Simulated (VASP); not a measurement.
# Zn: relaxation of cell and atoms with PBEsol

Crystal: Zn.

```xyz
2
Lattice="0.0000 2.6057 2.6057 2.6057 0.0000 2.6057 2.6057 2.6057 0.0000" Properties=species:S:1:pos:R:3 pbc="T T T"
Zn   -0.6514   -0.6514   -0.6514
Zn    0.6514    0.6514    0.6514
```

This isn't the form of Zn at room conditions, which is hcp.

```json
{"Program": "VASP 6.6.1", "Task": "relaxation of cell and atoms", "Functional": "PBEsol", "Potentials or basis": "VASP PAW PBE potentials, release 64 (Zn)", "Cutoff": "600 eV", "k mesh": "13 × 13 × 13", "Occupations": "fermi-dirac, width 0.05 eV", "Spin": "no spin polarisation", "Dipole correction": "no", "Further INCAR settings": "ALGO = Normal; EDIFF = 1e-07; IBRION = 2; EDIFFG = -0.005; NSW = 60; ISIF = 3"}
```

```json
{
 "Relaxed volume": "22.73 Å³/atom",
 "Relaxed cell": "a = 4.006 Å, b = 4.006 Å, c = 4.006 Å, α = 60.00°, β = 60.00°, γ = 60.00°",
 "Space group after relaxing (to 0.1 Å)": "Fd-3m (No. 227)",
 "Energy gained by relaxing": "206.4 meV/atom",
 "Ionic steps": "3",
 "Pressure after relaxing": "0.0 GPa",
 "Band gap on the k mesh": "zero (bands 12 and 13 overlap by 6.35 eV)"
}
```

The path:
```csv
step,energy change (eV),largest force (eV/Å),pressure (GPa),volume (Å³)
1,0.0000,0.0000,16.76,35.38
2,-0.4126,0.0000,-0.18,45.73
3,-0.4128,0.0000,-0.03,45.46
```

Final structure:
```
Zn
1.0
     0.00000    2.83262    2.83262
     2.83262    0.00000    2.83262
     2.83262    2.83262    0.00000
Zn
2
Direct
  0.87500 0.87500 0.87500
  0.12500 0.12500 0.12500
```

Levels at points of the mesh, in eV from the Fermi level:
| k point | band 10 | band 11 | band 12 | band 13 | band 14 | band 15 |
| --- | --- | --- | --- | --- | --- | --- |
| (0.00, 0.00, 0.00) | -6.75 | -6.75 | 5.54 | 5.54 | 5.54 | 7.00 |

It took 3.6 min on 1 thread of AMD EPYC 7571, with other jobs on the host, peak memory 0.17 GiB.

Caveat: the volume moved by over 15 % at a fixed basis, so the end points are rough; the PAW data sets were made with another functional, which shifts forces and pressure a little.
